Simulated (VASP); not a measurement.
# LiB2C2 in VASP: further runs

The runs below take LiB2C2 through single point, with PBE.

Program: VASP 6.6.1. These are calculated values, not measurements. Logs are shortened: lines on timing, memory, paths and dates and some standing lists are left out, and cuts for length are marked.

## (1) The cell of the first run

It takes space group P-3m1 (No. 164, trigonal). The conventional cell has a = 2.715 Å, b = 2.715 Å, c = 7.118 Å, α = 90.00°, β = 90.00°, γ = 120.00°. Within 2.1 Å of C (site symmetry 3m) lie 3 B at 1.57 Å. B (site symmetry 3m) has 3 C at 1.57 Å within 2.1 Å. Within 3.1 Å of Li (site symmetry -3m) lie 6 C at 2.33 Å and 6 B at 2.37 Å and 6 Li at 2.71 Å.

## (2) Single point, PBE

INCAR

```
PREC     = Accurate       # precision mode
ENCUT    = 520            # plane-wave cutoff, eV
EDIFF    = 1E-6           # SCF threshold, eV
ISMEAR   = -1             # smearing method
SIGMA    = 0.05           # smearing width, eV
LREAL    = F              # projectors in reciprocal space
LASPH    = T              # aspherical terms in the spheres
NELM     = 80             # most SCF steps
ALGO     = Normal         # electronic algorithm
ISIF     = 2              # what is computed and relaxed
LWAVE    = F              # write WAVECAR
LCHARG   = F              # write CHGCAR
GGA      = PE             # functional
NBANDS   = 16             # bands
```

KPOINTS

```
regular mesh
0
Gamma
  11 11 4
```

POSCAR

```
LiB2C2
1.0
    2.7146442891      0.0000000000      0.0000000000
   -1.3573221445      2.3509509166      0.0000000000
    0.0000000000      0.0000000000      7.1180530000
C B Li
2 2 1
Direct
    0.6666666667      0.3333333333      0.7417810000
    0.3333333333      0.6666666667      0.2582190000
    0.6666666667      0.3333333333      0.2501870000
    0.3333333333      0.6666666667      0.7498130000
    0.0000000000      0.0000000000      0.5000000000
```

Potentials or basis: VASP PAW PBE potentials, release 64 (C, B, Li_sv).

On the command line:

```bash
> cat potpaw_PBE.64/C/POTCAR potpaw_PBE.64/B/POTCAR potpaw_PBE.64/Li_sv/POTCAR > POTCAR
> mpirun -np 1 vasp_std > vasp.out
```

OUTCAR:

```text
PREC = Accurate
   ENCUT = 520
   EDIFF = 1E-6
   ISMEAR = -1
   LREAL = F
   LASPH = T
   NELM = 80
   ISIF = 2
   GGA = PE

 ion  position               nearest neighbor table
   1  0.667  0.333  0.742-   4 1.57   4 1.57   4 1.57   5 2.33   5 2.33   5 2.33
   2  0.333  0.667  0.258-   3 1.57   3 1.57   3 1.57   5 2.33   5 2.33   5 2.33
   3  0.667  0.333  0.250-   2 1.57   2 1.57   2 1.57   5 2.37   5 2.37   5 2.37
   4  0.333  0.667  0.750-   1 1.57   1 1.57   1 1.57   5 2.37   5 2.37   5 2.37
   5  0.000  0.000  0.500-   1 2.33   2 2.33   2 2.33   1 2.33   1 2.33   2 2.33   3 2.37   4 2.37
                             3 2.37   4 2.37   3 2.37   4 2.37

  LATTYP: Found a hexagonal cell.
 ALAT       =     2.7146442891
 C/A-ratio  =     2.6220941832

  Lattice vectors:

 A1 = (   2.7146442891,   0.0000000000,   0.0000000000)
 A2 = (  -1.3573221445,   2.3509509166,   0.0000000000)
 A3 = (   0.0000000000,   0.0000000000,   7.1180530000)

Analysis of symmetry for initial positions (statically):
=====================================================================
 Subroutine PRICEL returns:
 Original cell was already a primitive cell.

 Routine SETGRP: Setting up the symmetry group for a
 hexagonal supercell.

 Subroutine GETGRP returns: Found 12 space group operations
 (whereof 12 operations were pure point group operations)
 out of a pool of 24 trial point group operations.

The static configuration has the point symmetry D_3d.

Analysis of symmetry for dynamics (positions and initial velocities):
=====================================================================
 Subroutine PRICEL returns:
 Original cell was already a primitive cell.

 Routine SETGRP: Setting up the symmetry group for a
 hexagonal supercell.

 Subroutine GETGRP returns: Found 12 space group operations
 (whereof 12 operations were pure point group operations)
 out of a pool of 24 trial point group operations.

The dynamic configuration has the point symmetry D_3d.

 Subroutine INISYM returns: Found 12 space group operations
 (whereof 12 operations are pure point group operations),
 and found     1 'primitive' translations

----------------------------------------------------------------------------------------

                                     Primitive cell

  volume of cell :      45.4274

  direct lattice vectors                    reciprocal lattice vectors
     2.714644289  0.000000000  0.000000000     0.368372388  0.212679898  0.000000000
    -1.357322145  2.350950917  0.000000000     0.000000000  0.425359795  0.000000000
     0.000000000  0.000000000  7.118053000     0.000000000  0.000000000  0.140487855

  length of vectors
     2.714644289  2.714644289  7.118053000     0.425359795  0.425359795  0.140487855

  position of ions in fractional coordinates (direct lattice)
     0.666666667  0.333333333  0.741781000
     0.333333333  0.666666667  0.258219000
     0.666666667  0.333333333  0.250187000
     0.333333333  0.666666667  0.749813000
     0.000000000  0.000000000  0.500000000

  ion indices of the primitive-cell ions
   primitive index   ion index
                 1           1
                 2           2
                 3           3
                 4           4
                 5           5

----------------------------------------------------------------------------------------

 KPOINTS: regular mesh

Automatic generation of k-mesh.
 Grid dimensions read from file:
 generate k-points for:   11   11    4

 Generating k-lattice:

  Cartesian coordinates                     Fractional coordinates (reciprocal lattice)
     0.033488399  0.019334536  0.000000000     0.090909091 -0.000000000  0.000000000
     0.000000000  0.038669072  0.000000000     0.000000000  0.090909091  0.000000000
     0.000000000  0.000000000  0.035121964     0.000000000  0.000000000  0.250000000

  Length of vectors
     0.038669072  0.038669072  0.035121964

  Shift w.r.t. Gamma in fractional coordinates (k-lattice)
     0.000000000  0.000000000  0.000000000

 Subroutine IBZKPT returns following result:
 ===========================================

 Found     58 irreducible k-points:

 Following reciprocal coordinates:
            Coordinates               Weight
  0.000000  0.000000  0.000000      1.000000
  0.090909  0.000000  0.000000      6.000000
  0.181818  0.000000  0.000000      6.000000
  0.272727  0.000000  0.000000      6.000000
  0.363636  0.000000  0.000000      6.000000
  0.454545  0.000000  0.000000      6.000000
[... 16 lines left out ...]
  0.000000  0.272727  0.250000      6.000000
  0.363636  0.000000  0.250000      6.000000
 [... further k-points ...]
   k-points           NKPTS =     58   k-points in BZ     NKDIM =     58   number of bands    NBANDS=     16
   number of dos      NEDOS =    301   number of ions     NIONS =      5
   total plane-waves  NPLWV =  21600
   dimension x,y,z NGX =    20 NGY =   20 NGZ =   54
   dimension x,y,z NGXF=    40 NGYF=   40 NGZF=  108
   ions per type =               2   2   1
   NGX,Y,Z   is equivalent  to a cutoff of  12.25, 12.25, 12.61 a.u.
   NGXF,Y,Z  is equivalent  to a cutoff of  24.50, 24.50, 25.22 a.u.
 SYSTEM =  unknown system
   PREC   = accura    normal or accurate (medium, high low for compatibility)
   ISTART =      0    job   : 0-new  1-cont  2-samecut
   ICHARG =      2    charge: 1-file 2-atom 10-const
   ISPIN  =      1    spin polarized calculation?
   LNONCOLLINEAR =      F non collinear calculations
   LSORBIT =      F    spin-orbit coupling
   LASPH  =      T    aspherical Exc in radial PAW
   ENCUT  =  520.0 eV  38.22 Ry    6.18 a.u.   5.05  5.05 13.23*2*pi/ulx,y,z
   NELM   =     80;   NELMIN=  2; NELMDL= -5     # of ELM steps
   EDIFF  = 0.1E-05   stopping-criterion for ELM
   LREAL  =      F    real-space projection
   EDIFFG = 0.1E-04   stopping-criterion for IOM
   NSW    =      0    number of steps for IOM
   IBRION =     -1    ionic relax: 0-MD 1-quasi-New 2-CG
   NFREE  =      0    steps in history (QN), initial steepest desc. (CG)
   ISIF   =      2    stress and relaxation
   ISYM   =      2    0-nonsym 1-usesym 2-fastsym
   POTIM  = 0.5000    time-step for ionic-motion
   TEBEG  =    0.0;   TEEND  =   0.0 temperature during run
   PSTRESS=    0.0 pullay stress
   NELECT =      17.0000    total number of electrons
   NUPDOWN=      -1.0000    fix difference up-down
   EMIN   =  10.00;   EMAX   =-10.00  energy-range for DOS
   EFERMI =   0.00;   METHOD = LEGACY
   ISMEAR =    -1;   SIGMA  =   0.05  broadening in eV -4-tet -1-fermi 0-gaus
   EFERMI_NEDOS =   21; number of points for ismear=-14 and -15
   IALGO  =     38    algorithm
   IMIX   =      4    mixing-type and parameters
     AMIX     =   0.40;   BMIX     =  1.00
     AMIX_MAG =   1.60;   BMIX_MAG =  1.00
  volume/ion in A,a.u.               =       9.09        61.31
  Fermi-wavevector in a.u.,A,eV,Ry     =   1.179737  2.229380 18.936311  1.391780
  Thomas-Fermi vector in A             =   2.316042
   LORBIT       =      0    0 simple, 1 ext, 2 COOP (PROOUT), +10 PAW based schemes
   GGA     = PE    functional components
[... 5 lines left out ...]
 non-spin polarized calculation
  energy-cutoff  :      520.00
  volume of cell :       45.43
 maximum number of plane-waves:      1242
   NGX = 11   NGY = 11   NGZ = 27

 number of electron      17.0000001 magnetization

 Free energy of the ion-electron system (eV)
  ---------------------------------------------------
  ext. energy  EPLUGINS =         0.00000000
  ---------------------------------------------------
  free energy    TOTEN  =       -33.80367769 eV

  energy without entropy =      -33.79238133  energy(sigma->0) =      -33.79802951

 E-fermi :   2.6717     XC(G=0): -10.0381

 val. band max:        2.6548462146   @ k =   0.2727   0.1818   0.0000
 cond. band min:       2.8375775298   @ k =   0.3636   0.2727   0.5000
 fundamental gap:      0.1827313152
 Fermi energy:         2.6716871670

 k-point     1 :       0.0000    0.0000    0.0000
  band No.  band energies     occupation
      1     -42.1789      2.00000
      2     -11.1669      2.00000
      3     -10.8963      2.00000
      4      -2.5013      2.00000
      5      -0.5831      2.00000
      6       3.2355      0.00003
[... 8 lines left out ...]
     15      13.3232      0.00000
     16      13.9515      0.00000

 k-point     2 :       0.0909    0.0000    0.0000
  band No.  band energies     occupation
      1     -42.1749      2.00000
      2     -11.0122      2.00000
      3     -10.7386      2.00000
      4      -2.3326      2.00000
      5      -0.3960      2.00000
      6       2.5516      1.83403
[... 8 lines left out ...]
     15      13.6046      0.00000
     16      13.6081      0.00000

 k-point     3 :       0.1818    0.0000    0.0000
  band No.  band energies     occupation
      1     -42.1642      2.00000
      2     -10.5516      2.00000
      3     -10.2698      2.00000
      4      -1.8367      2.00000
      5       0.1493      2.00000
      6       0.9176      2.00000
[... 8 lines left out ...]
     15      14.8772      0.00000
     16      15.3802      0.00000

 k-point     4 :       0.2727    0.0000    0.0000
  band No.  band energies     occupation
      1     -42.1502      2.00000
      2      -9.8000      2.00000
      3      -9.5073      2.00000
      4      -1.2905      2.00000
      5      -0.9459      2.00000
      6      -0.7801      2.00000
[... 8 lines left out ...]
     15      15.5442      0.00000
     16      16.6369      0.00000
[... 324 lines left out ...]
 k-point    22 :       0.2727    0.0000    0.2500
  band No.  band energies     occupation
      1     -42.1502      2.00000
      2      -9.7618      2.00000
      3      -9.5515      2.00000
      4      -1.1885      2.00000
      5      -0.9746      2.00000
      6      -0.6218      2.00000
[... 8 lines left out ...]
     15      14.7219      0.00000
     16      16.6554      0.00000

 k-point    23 :       0.0000    0.2727    0.2500
  band No.  band energies     occupation
      1     -42.1502      2.00000
      2      -9.7665      2.00000
      3      -9.5461      2.00000
      4      -1.2454      2.00000
      5      -0.9204      2.00000
      6      -0.6378      2.00000
[... 8 lines left out ...]
     15      13.9207      0.00000
     16      16.6361      0.00000

 k-point    24 :       0.3636    0.0000    0.2500
  band No.  band energies     occupation
      1     -42.1373      2.00000
      2      -8.7653      2.00000
      3      -8.5496      2.00000
      4      -3.0312      2.00000
      5      -2.8720      2.00000
      6       0.2837      2.00000
[... 8 lines left out ...]
     15      15.3158      0.00000
     16      16.4368      0.00000

 [... further k-points ...]

------------------------ aborting loop because EDIFF is reached ----------------------------------------

  FORCE on cell =-STRESS in cart. coord.  units (eV):
  Direction    XX          YY          ZZ          XY          YZ          ZX
  --------------------------------------------------------------------------------------
  -------------------------------------------------------------------------------------
  Total       -0.1451008     -0.1451008      0.0357460     -0.0000000      0.0000000     -0.0000000
  in kB       -5.1175556     -5.1175556      1.2607238     -0.0000000      0.0000000     -0.0000000
  external PRESSURE =      -2.9914625 kB  Pullay stress =       0.0000000 kB

 VOLUME and BASIS-vectors are now :
 -----------------------------------------------------------------------------
  energy-cutoff  :      520.00
  volume of cell :       45.43
      direct lattice vectors                 reciprocal lattice vectors
     2.714644289  0.000000000  0.000000000     0.368372388  0.212679898  0.000000000
    -1.357322145  2.350950917  0.000000000     0.000000000  0.425359795  0.000000000
     0.000000000  0.000000000  7.118053000     0.000000000  0.000000000  0.140487855

 POSITION                                       TOTAL-FORCE (eV/Angst)
 -----------------------------------------------------------------------------------
      1.35732      0.78365      5.28004         0.000000      0.000000     -0.000551
     -0.00000      1.56730      1.83802         0.000000     -0.000000      0.000551
      1.35732      0.78365      1.78084        -0.000000     -0.000000      0.003781
     -0.00000      1.56730      5.33721        -0.000000      0.000000     -0.003781
      0.00000      0.00000      3.55903         0.000000      0.000000      0.000000
 -----------------------------------------------------------------------------------
    total drift:                                0.000000     -0.000000      0.000000

  FREE ENERGIE OF THE ION-ELECTRON SYSTEM (eV)
  ---------------------------------------------------
  free  energy   TOTEN  =       -33.8036776866 eV

  energy  without entropy=      -33.7923813287  energy(sigma->0) =      -33.79802951
```

It took 44 s on 1 thread of Intel Xeon Platinum 8488C (Sapphire Rapids), shared host; peak memory 0.17 GiB.

Results:

```
Free energy            : -33.8037 eV
Largest force          : 0.004 eV/Å
Band gap on the k mesh : zero (an odd number of electrons rules out a gap without spin polarisation)
```

Forces on the atoms (eV/Å):
```
C    0.000  0.000 -0.001
C    0.000  0.000  0.001
B    0.000  0.000  0.004
B    0.000  0.000 -0.004
Li   0.000  0.000  0.000
```

Levels at points of the mesh, in eV from the Fermi level:
| k point | band 5 | band 6 | band 7 | band 8 | band 9 | band 10 | band 11 | band 12 | band 13 | band 14 |
| --- | --- | --- | --- | --- | --- | --- | --- | --- | --- | --- |
| (0.00, 0.00, 0.00) | -3.25 | 0.56 | 0.56 | 0.63 | 0.63 | 5.08 | 9.83 | 9.83 | 10.25 | 10.25 |
| (0.00, 0.00, 0.50) | -4.24 | 0.58 | 0.58 | 0.62 | 0.62 | 7.36 | 7.63 | 9.87 | 9.87 | 10.20 |

Caveat: the cutoff is under 1.25 times the usual one of these potentials, so pressure, stress and relaxed cells hold a basis-set (Pulay) error.

## (3) Single point, PBE (atoms moved at random)

INCAR

```
SYSTEM = LiB2C2
ALGO = Normal
EDIFF = 1E-6
ENCUT = 520
GGA = PE
ISIF = 2
ISMEAR = -1
LASPH = .True.
LCHARG = .False.
LREAL = .False.
LWAVE = .False.
NBANDS = 16
NELM = 100
PREC = Accurate
SIGMA = 0.05
```

KPOINTS

```
k-points
0
Gamma
  11 11 4
  0 0 0
```

POSCAR

```
LiB2C2
1.0
    2.7146442891      0.0000000000      0.0000000000
   -1.3573221445      2.3509509166      0.0000000000
    0.0000000000      0.0000000000      7.1180530000
C B Li
2 2 1
Direct
    0.6586180000      0.3184310000      0.7491890000
    0.3372480000      0.6618790000      0.2683930000
    0.6826320000      0.3463690000      0.2547630000
    0.3164580000      0.6442710000      0.7402170000
   -0.0210790000     -0.0071630000      0.5017250000
```

Potentials or basis: VASP PAW PBE potentials, release 64 (C, B, Li_sv).

On the command line:

```bash
> cat potpaw_PBE.64/C/POTCAR potpaw_PBE.64/B/POTCAR potpaw_PBE.64/Li_sv/POTCAR > POTCAR
> mpirun -np 1 vasp_std > vasp.out
```

OUTCAR:

```text
SYSTEM = LiB2C2
   EDIFF = 1E-6
   ENCUT = 520
   GGA = PE
   ISIF = 2
   ISMEAR = -1
   LASPH = .True.
   LREAL = .False.
   NELM = 100
   PREC = Accurate

 ion  position               nearest neighbor table
   1  0.659  0.318  0.749-   4 1.55   4 1.57   4 1.59   5 2.33
   2  0.337  0.662  0.268-   3 1.54   3 1.56   3 1.61   5 2.24   5 2.29   5 2.32
   3  0.683  0.346  0.255-   2 1.54   2 1.56   2 1.61   5 2.32   5 2.33
   4  0.316  0.644  0.740-   1 1.55   1 1.57   1 1.59   5 2.29   5 2.30   5 2.34
[... 662 lines left out ...]
  -------------------------------------------------------------------------------------
  Total        0.7188284     -0.5858569      0.3182035      0.3109915      0.1543492      0.0824640
  in kB       25.3523434    -20.6625740     11.2227116     10.9683525      5.4437385      2.9084212
  external PRESSURE =       5.3041603 kB  Pullay stress =       0.0000000 kB

 VOLUME and BASIS-vectors are now :
 -----------------------------------------------------------------------------
  energy-cutoff  :      520.00
  volume of cell :       45.43
      direct lattice vectors                 reciprocal lattice vectors
     2.714644289  0.000000000  0.000000000     0.368372388  0.212679898  0.000000000
    -1.357322145  2.350950917  0.000000000     0.000000000  0.425359795  0.000000000
     0.000000000  0.000000000  7.118053000     0.000000000  0.000000000  0.140487855

 POSITION                                       TOTAL-FORCE (eV/Angst)
 -----------------------------------------------------------------------------------
      1.35570      0.74862      5.33277        -0.111632     -0.110173     -1.312830
      0.01713      1.55605      1.91044         0.054061      0.348111     -0.429566
      1.38297      0.81430      1.81342        -0.159355     -0.382938      0.354153
     -0.01541      1.51465      5.26890         0.055287      0.155550      1.482047
      1.30982      2.33411      3.57131         0.161639     -0.010551     -0.093804
 -----------------------------------------------------------------------------------
    total drift:                               -0.000198      0.000119      0.000294

  FREE ENERGIE OF THE ION-ELECTRON SYSTEM (eV)
  ---------------------------------------------------
  free  energy   TOTEN  =       -33.6945736190 eV

  energy  without entropy=      -33.6841255103  energy(sigma->0) =      -33.68934956
```

OSZICAR:

```text
N       E                     dE             d eps       ncg     rms          rms(c)
DAV:   1     0.506889783016E+02    0.50689E+02   -0.76219E+03  7776   0.100E+03
DAV:   2    -0.306496372939E+02   -0.81339E+02   -0.75702E+02 10096   0.218E+02
DAV:   3    -0.366055208427E+02   -0.59559E+01   -0.59026E+01 14920   0.457E+01
DAV:   4    -0.366940577254E+02   -0.88537E-01   -0.88492E-01 10136   0.619E+00
DAV:   5    -0.366960574089E+02   -0.19997E-02   -0.19995E-02 12128   0.744E-01    0.886E+00
DAV:   6    -0.342674338224E+02    0.24286E+01   -0.26164E+00 10944   0.887E+00    0.449E+00
DAV:   7    -0.337672341088E+02    0.50020E+00   -0.10453E+00 11464   0.652E+00    0.196E+00
DAV:   8    -0.336957431023E+02    0.71491E-01   -0.28742E-01 11304   0.282E+00    0.120E+00
DAV:   9    -0.336930573635E+02    0.26857E-02   -0.47355E-02  9976   0.128E+00    0.339E-01
DAV:  10    -0.336939449700E+02   -0.88761E-03   -0.66470E-03 10816   0.550E-01    0.131E-01
DAV:  11    -0.336943898806E+02   -0.44491E-03   -0.18896E-03 10824   0.319E-01    0.491E-02
DAV:  12    -0.336945093610E+02   -0.11948E-03   -0.19743E-04 10672   0.960E-02    0.246E-02
DAV:  13    -0.336945663559E+02   -0.56995E-04   -0.56247E-05  9424   0.453E-02    0.998E-03
DAV:  14    -0.336945731950E+02   -0.68392E-05   -0.94881E-06 10880   0.190E-02    0.170E-03
DAV:  15    -0.336945736190E+02   -0.42399E-06   -0.82571E-07  8552   0.654E-03
   1 F= -.33694574E+02 E0= -.33689350E+02  d E =-.104481E-01
```

stdout:

```text
POSCAR found type information on POSCAR C B Li
 POSCAR found :  3 types and       5 ions
 scaLAPACK will be used
 LDA part: xc-table for (Slater+PW92), standard interpolation
 POSCAR, INCAR and KPOINTS ok, starting setup
 FFT: planning ... GRIDC
 FFT: planning ... GRID_SOFT
 FFT: planning ... GRID
 WAVECAR not read
 entering main loop
```

It took 2.6 min on 1 thread of Intel Xeon Platinum 8488C (Sapphire Rapids), shared host; peak memory 0.27 GiB.

Results:

```yaml
Free_energy: -33.6946 eV
Largest_force: 1.491 eV/Å
Band_gap_on_the_k_mesh: zero (an odd number of electrons rules out a gap without spin polarisation)
```

Forces on the atoms (eV/Å):
```
C   -0.112 -0.110 -1.313
C    0.054  0.348 -0.430
B   -0.159 -0.383  0.354
B    0.055  0.156  1.482
Li   0.162 -0.011 -0.094
```

Caveat: the cell differs from its parent crystal (atoms moved at random); the cutoff is under 1.25 times the usual one of these potentials, so pressure, stress and relaxed cells hold a basis-set (Pulay) error; forces of over 1 eV/Å act on the atoms, so gaps and moduli don't describe the material at rest.
